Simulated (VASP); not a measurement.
A run of VASP 6.6.1 is set up as follows.

INCAR

```
ALGO = Normal ; EDIFF = 1E-6
ENCUT = 520 ; GGA = PS
ISIF = 2 ; ISMEAR = -1
LASPH = T ; LCHARG = F
LREAL = F ; LWAVE = F
NBANDS = 20 ; NELM = 80
PREC = Accurate ; SIGMA = 0.05
```

Contents of KPOINTS:

```
k-points
0
Gamma
  9 9 9
```

The input POSCAR:

```
CdF2
1.0
    0.0000000000      2.6921157423      2.6921157423
    2.6921157423      0.0000000000      2.6921157423
    2.6921157423      2.6921157423      0.0000000000
Cd F
1 2
Direct
    0.0000000000      0.0000000000      0.0000000000
    0.7500000000      0.7500000000      0.7500000000
    0.2500000000      0.2500000000      0.2500000000
```

Potentials or basis: VASP PAW PBE potentials, release 64 (Cd, F).

The run is started by

```sh
$ cat potpaw_PBE.64/Cd/POTCAR potpaw_PBE.64/F/POTCAR > POTCAR
$ mpirun -np 1 vasp_std > vasp.out
```

Q: What does it give for the band gap on the k mesh?

A: 2.94 eV (least direct gap 3.40 eV).

Q: Estimate the pressure.

A: 0.8 GPa.

Caveat: the PAW data sets were made with another functional, which shifts forces and pressure a little; an odd mesh through Γ misses points on the zone boundary, where band edges can lie. Expect the measured gap to be larger: semilocal functionals such as PBEsol lack the derivative discontinuity.
